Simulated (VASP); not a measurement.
Set up this calculation in VASP 6.6.1, as the native input.

```yaml
Task: single point
Functional: PBE
Potentials_or_basis: VASP PAW PBE potentials, release 64 (As)
Cutoff: 520 eV
k_mesh: 5 × 3 × 4
Occupations: gaussian, width 0.1 eV
Spin: no spin polarisation
Dipole_correction: no
Further_INCAR_settings: ALGO = Normal; EDIFF = 1e-07; NBANDS = 12; ISYM = 0
```

The structure of As lies in POSCAR:

```
As
1.0
    1.8797494575      1.0852738553      3.4857700000
   -1.8797494575      1.0852738553      3.4857700000
    0.0000000000     -2.1705477106      3.4857700000
As
2
Direct
    0.2275400000      0.2275400000      0.2275400000
    0.7724600000      0.7724600000      0.7724600000
```

These files were run (other wordings do the same):

INCAR

```
ALGO = Normal
EDIFF = 1E-7
ENCUT = 520
GGA = PE
ISIF = 2
ISMEAR = 0
ISYM = 0
LASPH = T
LCHARG = F
LREAL = F
LWAVE = F
NBANDS = 12
NELM = 100
PREC = Accurate
SIGMA = 0.1
```

KPOINTS

```
k-points
0
Gamma
  5 3 4
```

Potentials or basis: VASP PAW PBE potentials, release 64 (As).

The run is started by

```bash
$ cat potpaw_PBE.64/As/POTCAR > POTCAR
$ mpirun -np 1 vasp_std > vasp.out
```

It gave:

| Property | Result |
| --- | --- |
| Pressure | 3.9 GPa |
| Largest force | 0.403 eV/Å |
| Band gap on the k mesh | zero (band 5 reaches 5.54 eV, above the bottom of band 6 at 5.25 eV) |

Caveat: the k points lie up to 0.67 Å⁻¹ apart.

It took 8.1 s on 1 thread of Intel(R) Xeon(R) Platinum 8488C (Sapphire Rapids), on a shared host, peak memory 0.17 GiB.
